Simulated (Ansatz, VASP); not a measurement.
**Sn in VASP and in Ansatz**

```
Sn
1.0
    -1.95149    1.95149    1.95149
     1.95149   -1.95149    1.95149
     1.95149    1.95149   -1.95149
Sn
1
Direct
  0.00000 0.00000 0.00000
```

Change from the starting cell: strain +0.030 along x and y, +0.030 along z, atoms carried along.

Alike in both runs: task single point; functional PBEsol; k mesh 18 × 18 × 18; occupations gaussian, width 0.15 eV; no spin polarisation.

```csv
,VASP,Ansatz
version,VASP 6.6.1,Ansatz 0.2.0
potentials or method,"VASP PAW PBE potentials, release 64 (Sn_d), cutoff 520 eV","scalar-relativistic, plane waves, PAW"
valence electrons in the cell,14,14
```

```csv
,VASP,Ansatz,Ansatz less VASP
gap on the k mesh at the Fermi level (eV),none,none,-
pressure (GPa),-5.2,-5.2,-0.04
```

VASP's potentials were made for PBE, not for PBEsol. A gap of «none» marks a metal or a gap that the smearing closes.
